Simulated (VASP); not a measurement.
# ZnS (P3m1) in VASP: a series of runs

The runs below take ZnS through single point, with r2SCAN.

Program: VASP 6.6.1. These are calculated values, not measurements. Logs are shortened: lines on timing, memory, paths and dates and some standing lists are left out, and cuts for length are marked.

## Step 1: The cell of the first run

It takes space group P3m1 (No. 156, trigonal). The conventional cell has a = 3.811 Å, b = 3.811 Å, c = 6.234 Å, α = 90.00°, β = 90.00°, γ = 120.00°. Zn (site symmetry 3m) has 4 S at 2.22 to 2.85 Å within 2.9 Å. Within 3.1 Å of Zn (site symmetry 3m) lie 4 S at 2.31 to 2.40 Å. Within 3.1 Å of S (site symmetry 3m) lie 4 Zn at 2.31 to 2.85 Å. S (site symmetry 3m) has 4 Zn at 2.22 to 2.40 Å within 2.9 Å.

## Step 2: Single point, r2SCAN (atom 1 (Zn) moved by (+0.000, -0.450) A along [1 1 0] and z)

Input file POSCAR:

```
ZnS
1.0
    3.8109987816      0.0000000000      0.0000000000
   -1.9054993908      3.3004217586      0.0000000000
    0.0000000000      0.0000000000      6.2340000000
Zn S
2 2
Direct
    0.3333333333      0.6666666667     -0.0721847931
    0.6666666667      0.3333333333      0.5000000000
    0.3333333333      0.6666666667      0.3850000000
    0.6666666667      0.3333333333      0.8850000000
```

Input file INCAR.step1:

```
SYSTEM = ZnS
PREC     = Accurate       ! precision mode
ENCUT    = 520            ! plane-wave cutoff, eV
ISMEAR   = 0              ! smearing method
SIGMA    = 0.05           ! smearing width, eV
LREAL    = .False.        ! projectors in reciprocal space
LASPH    = .True.         ! aspherical terms in the spheres
NELM     = 80             ! most SCF steps
NBANDS   = 26             ! bands
GGA      = PE             ! functional
ALGO     = Normal         ! electronic algorithm
EDIFF    = 1E-4           ! SCF threshold, eV
LWAVE    = .True.         ! write WAVECAR
LCHARG   = .False.        ! write CHGCAR
```

Input file INCAR.step2:

```
SYSTEM = ZnS
PREC     = Accurate       ! precision mode
ENCUT    = 520            ! plane-wave cutoff, eV
EDIFF    = 1E-6           ! SCF threshold, eV
ISMEAR   = 0              ! smearing method
SIGMA    = 0.05           ! smearing width, eV
LREAL    = .False.        ! projectors in reciprocal space
LASPH    = .True.         ! aspherical terms in the spheres
NELM     = 80             ! most SCF steps
ALGO     = Normal         ! electronic algorithm
ISIF     = 2              ! what is computed and relaxed
LWAVE    = .False.        ! write WAVECAR
LCHARG   = .True.         ! write CHGCAR
METAGGA  = R2SCAN         ! meta-GGA
LMIXTAU  = .True.       
LELF     = .True.         ! ELF
LVHAR    = .True.       
NBANDS   = 26             ! bands
ISTART   = 1
```

Input file KPOINTS:

```
regular mesh
0
Gamma
  6 6 4
  0 0 0
```

Potentials or basis: VASP PAW PBE potentials, release 64 (Zn, S).

The run is started by

```
$ cat potpaw_PBE.64/Zn/POTCAR potpaw_PBE.64/S/POTCAR > POTCAR
$ cp INCAR.step1 INCAR
$ mpirun -np 1 vasp_std > vasp.out
$ cp INCAR.step2 INCAR
$ mpirun -np 1 vasp_std > vasp.out
```

OUTCAR:

```text
SYSTEM = ZnS
   PREC = Accurate
   ENCUT = 520
   EDIFF = 1E-6
   ISMEAR = 0
   LREAL = .False.
   LASPH = .True.
   NELM = 80
   ISIF = 2
   METAGGA = R2SCAN
   ISTART = 1

 ion  position               nearest neighbor table
   1  0.333  0.667  0.928-   4 2.22   4 2.22   4 2.22   3 2.85
   2  0.667  0.333  0.500-   3 2.31   3 2.31   3 2.31   4 2.40
   3  0.333  0.667  0.385-   2 2.31   2 2.31   2 2.31   1 2.85
   4  0.667  0.333  0.885-   1 2.22   1 2.22   1 2.22   2 2.40

  LATTYP: Found a hexagonal cell.
 ALAT       =     3.8109987816
 C/A-ratio  =     1.6357916539

  Lattice vectors:

 A1 = (   3.8109987816,   0.0000000000,   0.0000000000)
 A2 = (  -1.9054993908,   3.3004217586,   0.0000000000)
 A3 = (   0.0000000000,   0.0000000000,   6.2340000000)

Analysis of symmetry for initial positions (statically):
=====================================================================
 Subroutine PRICEL returns:
 Original cell was already a primitive cell.

 Routine SETGRP: Setting up the symmetry group for a
 hexagonal supercell.

 Subroutine GETGRP returns: Found  6 space group operations
 (whereof  6 operations were pure point group operations)
 out of a pool of 24 trial point group operations.

The static configuration has the point symmetry C_3v.

Analysis of symmetry for dynamics (positions and initial velocities):
=====================================================================
 Subroutine PRICEL returns:
 Original cell was already a primitive cell.

 Routine SETGRP: Setting up the symmetry group for a
 hexagonal supercell.

 Subroutine GETGRP returns: Found  6 space group operations
 (whereof  6 operations were pure point group operations)
 out of a pool of 24 trial point group operations.

The dynamic configuration has the point symmetry C_3v.

 Subroutine INISYM returns: Found  6 space group operations
 (whereof  6 operations are pure point group operations),
 and found     1 'primitive' translations

----------------------------------------------------------------------------------------

                                     Primitive cell

  volume of cell :      78.4106

  direct lattice vectors                    reciprocal lattice vectors
     3.810998782  0.000000000  0.000000000     0.262398405  0.151495789  0.000000000
    -1.905499391  3.300421759  0.000000000     0.000000000  0.302991579  0.000000000
     0.000000000  0.000000000  6.234000000     0.000000000  0.000000000  0.160410651

  length of vectors
     3.810998782  3.810998782  6.234000000     0.302991579  0.302991579  0.160410651

  position of ions in fractional coordinates (direct lattice)
     0.333333333  0.666666667  0.927815207
     0.666666667  0.333333333  0.500000000
     0.333333333  0.666666667  0.385000000
     0.666666667  0.333333333  0.885000000

  ion indices of the primitive-cell ions
   primitive index   ion index
                 1           1
                 2           2
                 3           3
                 4           4

----------------------------------------------------------------------------------------

 KPOINTS: regular mesh

Automatic generation of k-mesh.
 Grid dimensions read from file:
 generate k-points for:    6    6    4

 Generating k-lattice:

  Cartesian coordinates                     Fractional coordinates (reciprocal lattice)
     0.043733067  0.025249298  0.000000000     0.166666667  0.000000000  0.000000000
     0.000000000  0.050498596  0.000000000     0.000000000  0.166666667  0.000000000
     0.000000000  0.000000000  0.040102663     0.000000000  0.000000000  0.250000000

  Length of vectors
     0.050498596  0.050498596  0.040102663

  Shift w.r.t. Gamma in fractional coordinates (k-lattice)
     0.000000000  0.000000000  0.000000000

 Subroutine IBZKPT returns following result:
 ===========================================

 Found     24 irreducible k-points:

 Following reciprocal coordinates:
            Coordinates               Weight
  0.000000  0.000000  0.000000      1.000000
  0.166667  0.000000  0.000000      6.000000
  0.333333  0.000000  0.000000      6.000000
  0.500000  0.000000  0.000000      3.000000
  0.166667  0.166667  0.000000      6.000000
  0.333333  0.166667  0.000000     12.000000
[... 16 lines left out ...]
  0.333333  0.166667  0.500000     12.000000
  0.333333  0.333333  0.500000      2.000000
   k-points           NKPTS =     24   k-points in BZ     NKDIM =     24   number of bands    NBANDS=     26
   number of dos      NEDOS =    301   number of ions     NIONS =      4
   total plane-waves  NPLWV =  37632
   dimension x,y,z NGX =    28 NGY =   28 NGZ =   48
   dimension x,y,z NGXF=    56 NGYF=   56 NGZF=   96
   ions per type =               2   2
   NGX,Y,Z   is equivalent  to a cutoff of  12.21, 12.21, 12.80 a.u.
   NGXF,Y,Z  is equivalent  to a cutoff of  24.43, 24.43, 25.60 a.u.
 SYSTEM =  ZnS
   PREC   = accura    normal or accurate (medium, high low for compatibility)
   ISTART =      1    job   : 0-new  1-cont  2-samecut
   ICHARG =      0    charge: 1-file 2-atom 10-const
   ISPIN  =      1    spin polarized calculation?
   LNONCOLLINEAR =      F non collinear calculations
   LSORBIT =      F    spin-orbit coupling
   LASPH  =      T    aspherical Exc in radial PAW
   ENCUT  =  520.0 eV  38.22 Ry    6.18 a.u.   7.09  7.09 11.59*2*pi/ulx,y,z
   NELM   =     80;   NELMIN=  2; NELMDL=  0     # of ELM steps
   EDIFF  = 0.1E-05   stopping-criterion for ELM
   LREAL  =      F    real-space projection
   EDIFFG = 0.1E-04   stopping-criterion for IOM
   NSW    =      0    number of steps for IOM
   IBRION =     -1    ionic relax: 0-MD 1-quasi-New 2-CG
   NFREE  =      0    steps in history (QN), initial steepest desc. (CG)
   ISIF   =      2    stress and relaxation
   ISYM   =      2    0-nonsym 1-usesym 2-fastsym
   POTIM  = 0.5000    time-step for ionic-motion
   TEBEG  =    0.0;   TEEND  =   0.0 temperature during run
   PSTRESS=    0.0 pullay stress
   NELECT =      36.0000    total number of electrons
   NUPDOWN=      -1.0000    fix difference up-down
   EMIN   =  10.00;   EMAX   =-10.00  energy-range for DOS
   EFERMI =   0.00;   METHOD = LEGACY
   ISMEAR =     0;   SIGMA  =   0.05  broadening in eV -4-tet -1-fermi 0-gaus
   EFERMI_NEDOS =   21; number of points for ismear=-14 and -15
   IALGO  =     38    algorithm
   IMIX   =      4    mixing-type and parameters
     AMIX     =   0.40;   BMIX     =  1.00
     AMIX_MAG =   1.60;   BMIX_MAG =  1.00
  volume/ion in A,a.u.               =      19.60       132.29
  Fermi-wavevector in a.u.,A,eV,Ry     =   1.262944  2.386617 21.701656  1.595027
  Thomas-Fermi vector in A             =   2.396326
   LORBIT       =      0    0 simple, 1 ext, 2 COOP (PROOUT), +10 PAW based schemes
   METAGGA = R2SCAN    functional components
   LHFCALC =     F    Hartree Fock is set to
   AEXX    =    0.0000 exact exchange contribution
   IVDW    =     0    specifies the selected vdW correction
   LEPSILON=     F    determine dielectric tensor
   LRPA    =     F    only Hartree local field effects (RPA)
 non-spin polarized calculation
 Gauss-broadening in eV      SIGMA  =   0.05
  energy-cutoff  :      520.00
  volume of cell :       78.41
 maximum number of plane-waves:      2133
   NGX = 15   NGY = 15   NGZ = 23

 number of electron      35.9999977 magnetization

 Free energy of the ion-electron system (eV)
  ---------------------------------------------------
  ext. energy  EPLUGINS =         0.00000000
  ---------------------------------------------------
  free energy    TOTEN  =       -37.24073763 eV

  energy without entropy =      -37.24073763  energy(sigma->0) =      -37.24073763

 E-fermi :   2.3339     XC(G=0): -10.2889

 val. band max:        2.0982742741   @ k =   0.0000   0.0000   0.0000
 cond. band min:       4.3987023878   @ k =   0.0000   0.0000   0.0000
 fundamental gap:      2.3004281137
 Fermi energy:         2.3338763364

 k-point     1 :       0.0000    0.0000    0.0000
  band No.  band energies     occupation
      1     -12.3755      2.00000
      2     -10.6005      2.00000
      3      -5.5122      2.00000
      4      -5.5121      2.00000
      5      -4.7415      2.00000
      6      -4.7068      2.00000
[... 18 lines left out ...]
     25       9.9210      0.00000
     26      11.5635      0.00000

 k-point     2 :       0.1667    0.0000    0.0000
  band No.  band energies     occupation
      1     -12.1970      2.00000
      2     -10.4637      2.00000
      3      -5.5119      2.00000
      4      -5.4241      2.00000
      5      -4.8332      2.00000
      6      -4.7125      2.00000
[... 18 lines left out ...]
     25      10.5606      0.00000
     26      10.7706      0.00000

 k-point     3 :       0.3333    0.0000    0.0000
  band No.  band energies     occupation
      1     -11.7946      2.00000
      2     -10.1743      2.00000
      3      -5.4314      2.00000
      4      -5.2272      2.00000
      5      -4.9191      2.00000
      6      -4.7212      2.00000
[... 18 lines left out ...]
     25      11.1351      0.00000
     26      12.1381      0.00000

 k-point     4 :       0.5000    0.0000    0.0000
  band No.  band energies     occupation
      1     -11.5631      2.00000
      2     -10.0228      2.00000
      3      -5.2997      2.00000
      4      -5.1166      2.00000
      5      -4.9039      2.00000
      6      -4.7220      2.00000
[... 18 lines left out ...]
     25      11.2783      0.00000
     26      13.5601      0.00000

 k-point     5 :       0.1667    0.1667    0.0000
  band No.  band energies     occupation
      1     -11.9031      2.00000
      2     -10.2490      2.00000
      3      -5.4681      2.00000
      4      -5.2725      2.00000
      5      -4.9045      2.00000
      6      -4.7262      2.00000
[... 18 lines left out ...]
     25      11.2308      0.00000
     26      11.8004      0.00000

 k-point     6 :       0.3333    0.1667    0.0000
  band No.  band energies     occupation
      1     -11.5696      2.00000
      2     -10.0247      2.00000
      3      -5.3044      2.00000
      4      -5.0944      2.00000
      5      -4.9333      2.00000
      6      -4.7479      2.00000
[... 427 lines left out ...]
 k-point    21 :       0.5000    0.0000    0.5000
  band No.  band energies     occupation
      1     -11.5420      2.00000
      2     -10.0238      2.00000
      3      -5.3088      2.00000
      4      -5.1171      2.00000
      5      -4.9355      2.00000
      6      -4.7198      2.00000
[... 18 lines left out ...]
     25      12.0264      0.00000
     26      12.4594      0.00000

 k-point    22 :       0.1667    0.1667    0.5000
  band No.  band energies     occupation
      1     -11.8500      2.00000
      2     -10.3228      2.00000
      3      -5.4740      2.00000
      4      -5.2737      2.00000
      5      -4.9446      2.00000
      6      -4.7277      2.00000
[... 18 lines left out ...]
     25      11.1344      0.00000
     26      11.2002      0.00000

 k-point    23 :       0.3333    0.1667    0.5000
  band No.  band energies     occupation
      1     -11.5473      2.00000
      2     -10.0290      2.00000
      3      -5.3076      2.00000
      4      -5.0982      2.00000
      5      -4.9713      2.00000
      6      -4.7491      2.00000
[... 18 lines left out ...]
     25      11.3264      0.00000
     26      12.0286      0.00000

 k-point    24 :       0.3333    0.3333    0.5000
  band No.  band energies     occupation
      1     -11.4432      2.00000
      2      -9.9283      2.00000
      3      -5.1784      2.00000
      4      -5.0337      2.00000
      5      -4.9880      2.00000
      6      -4.7966      2.00000
[... 18 lines left out ...]
     25      11.8209      0.00000
     26      12.0850      0.00000

------------------------ aborting loop because EDIFF is reached ----------------------------------------

  FORCE on cell =-STRESS in cart. coord.  units (eV):
  Direction    XX          YY          ZZ          XY          YZ          ZX
  --------------------------------------------------------------------------------------
  -------------------------------------------------------------------------------------
  Total        2.0640013      2.0640013     -0.4189741      0.0000000      0.0000000      0.0000000
  in kB       42.1740685     42.1740685     -8.5609650      0.0000000      0.0000000      0.0000000
  external PRESSURE =      25.2623907 kB  Pullay stress =       0.0000000 kB

 VOLUME and BASIS-vectors are now :
 -----------------------------------------------------------------------------
  energy-cutoff  :      520.00
  volume of cell :       78.41
      direct lattice vectors                 reciprocal lattice vectors
     3.810998782  0.000000000  0.000000000     0.262398405  0.151495789  0.000000000
    -1.905499391  3.300421759  0.000000000     0.000000000  0.302991579  0.000000000
     0.000000000  0.000000000  6.234000000     0.000000000  0.000000000  0.160410651

 POSITION                                       TOTAL-FORCE (eV/Angst)
 -----------------------------------------------------------------------------------
     -0.00000      2.20028      5.78400         0.000000     -0.000000      1.174282
      1.90550      1.10014      3.11700         0.000000      0.000000     -0.415738
     -0.00000      2.20028      2.40009        -0.000000      0.000000     -0.340952
      1.90550      1.10014      5.51709        -0.000000      0.000000     -0.417592
 -----------------------------------------------------------------------------------
    total drift:                                0.000018     -0.000011      0.008078

  FREE ENERGIE OF THE ION-ELECTRON SYSTEM (eV)
  ---------------------------------------------------
  free  energy   TOTEN  =       -37.2407376300 eV

  energy  without entropy=      -37.2407376300  energy(sigma->0) =      -37.24073763
```

Wall time 84 s (1 thread of Intel Xeon 6975P-C (Granite Rapids), shared host); peak memory 0.21 GiB.

What came out:

- Free energy: -37.2407 eV
- Pressure: 2.5 GPa
- Largest force: 1.174 eV/Å
- Band gap on the k mesh: 2.30 eV, direct

Forces on the atoms (eV/Å):
```
Zn   0.000  0.000  1.174
Zn   0.000  0.000 -0.416
S    0.000  0.000 -0.341
S    0.000  0.000 -0.418
```

Levels at points of the mesh, in eV from the valence-band top:
| k point | band 15 | band 16 | band 17 | band 18 | band 19 | band 20 | band 21 | band 22 |
| --- | --- | --- | --- | --- | --- | --- | --- | --- |
| (0.00, 0.00, 0.00) | -1.36 | -0.16 | 0.00 | 0.00 | 2.30 | 3.35 | 6.21 | 6.21 |
| (0.50, 0.00, 0.00) | -3.06 | -3.03 | -1.39 | -1.19 | 3.32 | 4.79 | 5.22 | 7.64 |
| (0.00, 0.00, 0.50) | -1.27 | -1.27 | -0.11 | -0.11 | 3.03 | 4.24 | 6.26 | 6.26 |
| (0.50, 0.00, 0.50) | -2.89 | -1.85 | -1.39 | -1.05 | 3.57 | 3.91 | 4.87 | 5.50 |

Caveat: the cell differs from its parent crystal (atom 1 (Zn) moved by (+0.000, -0.450) A along [1 1 0] and z); the PAW data sets were made with another functional, which shifts forces and pressure a little. A k mesh can miss the band edges.

## Step 3: Single point, r2SCAN (atom 1 (Zn) moved by (+0.000, +0.450) A along [1 1 0] and z)

Changes to POSCAR since step 2:

```diff
@@ -8,3 +8,3 @@
 Direct
-    0.3333333333      0.6666666667     -0.0721847931
+    0.3333333333      0.6666666667      0.0721847931
     0.6666666667      0.3333333333      0.5000000000
```

Changes to INCAR.step1 since step 2:

```diff
@@ -7,3 +7,3 @@
 LASPH    = .True.         ! aspherical terms in the spheres
-NELM     = 80             ! most SCF steps
+NELM     = 100            ! most SCF steps
 NBANDS   = 26             ! bands
```

Changes to INCAR.step2 since step 2:

```diff
@@ -8,3 +8,3 @@
 LASPH    = .True.         ! aspherical terms in the spheres
-NELM     = 80             ! most SCF steps
+NELM     = 100            ! most SCF steps
 ALGO     = Normal         ! electronic algorithm
```

Input file KPOINTS:

```
Automatic mesh
0
Gamma
  6 6 4
  0 0 0
```

Potentials or basis: VASP PAW PBE potentials, release 64 (Zn, S).

The run is started by

```
$ cat potpaw_PBE.64/Zn/POTCAR potpaw_PBE.64/S/POTCAR > POTCAR
$ cp INCAR.step1 INCAR
$ mpirun -np 1 vasp_std > vasp.out
$ cp INCAR.step2 INCAR
$ mpirun -np 1 vasp_std > vasp.out
```

It took 84 s on 1 thread of Intel Xeon 6975P-C (Granite Rapids), shared host; peak memory 0.22 GiB.

It converged, with:

* Free energy: -36.6657 eV
* Pressure: 4.4 GPa
* Largest force: 6.747 eV/Å
* Band gap on the k mesh: 2.08 eV, direct

Forces on the atoms (eV/Å):
```
Zn   0.000  0.000 -6.747
Zn   0.000  0.000  1.233
S    0.000  0.000  4.838
S    0.000  0.000  0.676
```

Stress tensor (GPa, compression positive):
```
-1.27  0.00  0.00
 0.00 -1.27  0.00
 0.00  0.00 15.75
```

Levels at points of the mesh, in eV from the valence-band top:
| k point | band 16 | band 17 | band 18 | band 19 | band 20 | band 21 |
| --- | --- | --- | --- | --- | --- | --- |
| (0.00, 0.00, 0.00) | -0.71 | 0.00 | 0.00 | 2.08 | 3.53 | 6.03 |
| (0.50, 0.00, 0.00) | -3.12 | -2.31 | -0.72 | 3.28 | 4.61 | 4.83 |
| (0.00, 0.00, 0.50) | -1.69 | -0.20 | -0.20 | 2.99 | 4.50 | 6.17 |
| (0.50, 0.00, 0.50) | -2.46 | -1.75 | -1.13 | 2.99 | 3.46 | 4.93 |

Caveat: the cell differs from its parent crystal (atom 1 (Zn) moved by (+0.000, +0.450) A along [1 1 0] and z); the PAW data sets were made with another functional, which shifts forces and pressure a little.

(Continued in part 2 of 2.)
